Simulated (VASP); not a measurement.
Crystal: Na2IF.

```
CELL_PARAMETERS angstrom
2.01406 1.16282 6.59981
-2.01406 1.16282 6.59981
0.00000 -2.32563 6.59981
ATOMIC_POSITIONS crystal
F 0.00000 0.00000 0.00000
I 0.50000 0.50000 0.50000
Na 0.27134 0.27134 0.27134
Na 0.72866 0.72866 0.72866
```

| Item | Value |
| --- | --- |
| Program | VASP 6.6.1 |
| Task | relaxation of cell and atoms |
| Functional | r2SCAN |
| Potentials or basis | VASP PAW PBE potentials, release 64 (F, I, Na_pv) |
| Cutoff | 600 eV |
| k mesh | 6 × 6 × 6 |
| Occupations | fermi-dirac, width 0.02 eV |
| Spin | no spin polarisation |

At the start: pressure -1.1 GPa; volume 23.18 Å³/atom.

**Question.** Where does the relaxation end?

**Answer.** Over 15 steps the energy falls by 5.4 meV/atom and the volume is 21.95 Å³/atom (-5.3 %); space group R-3m (No. 166, to 0.05 Å).

The path:
| step | energy change (eV) | largest force (eV/Å) | pressure (GPa) | volume (Å³) |
| --- | --- | --- | --- | --- |
| 1 | 0.0000 | 0.0341 | -1.14 | 92.74 |
| 2 | -0.0128 | 0.0482 | -0.59 | 90.54 |
| 3 | -0.0168 | 0.0612 | -0.20 | 89.16 |
| 4 | -0.0147 | 0.1090 | 0.62 | 86.45 |
| 5 | -0.0176 | 0.0733 | 0.04 | 88.34 |
| 6 | -0.0186 | 0.0637 | 0.02 | 88.29 |
| 7 | -0.0207 | 0.0424 | -0.03 | 88.13 |
| 8 | -0.0203 | 0.0405 | -0.11 | 87.79 |
| 9 | -0.0215 | 0.0119 | -0.04 | 87.98 |
| 10 | -0.0216 | 0.0062 | 0.02 | 87.79 |
| 11 | -0.0216 | 0.0049 | 0.01 | 87.78 |
| 12 | -0.0216 | 0.0050 | 0.02 | 87.75 |
| 13 | -0.0216 | 0.0033 | 0.04 | 87.69 |
| 14 | -0.0216 | 0.0039 | 0.02 | 87.73 |
| 15 | -0.0216 | 0.0021 | -0.01 | 87.81 |

Final structure:
```
F I Na
1.0
     1.99266    1.15046    6.38376
    -1.99266    1.15046    6.38376
     0.00000   -2.30093    6.38376
F I Na
1 1 2
Cartesian
  0.0000 0.0000 0.0000
  0.0000 0.0000 9.5756
  0.0000 0.0000 5.2317
  0.0000 0.0000 13.9196
```

Caveat: the PAW data sets were made with another functional, which shifts forces and pressure a little.
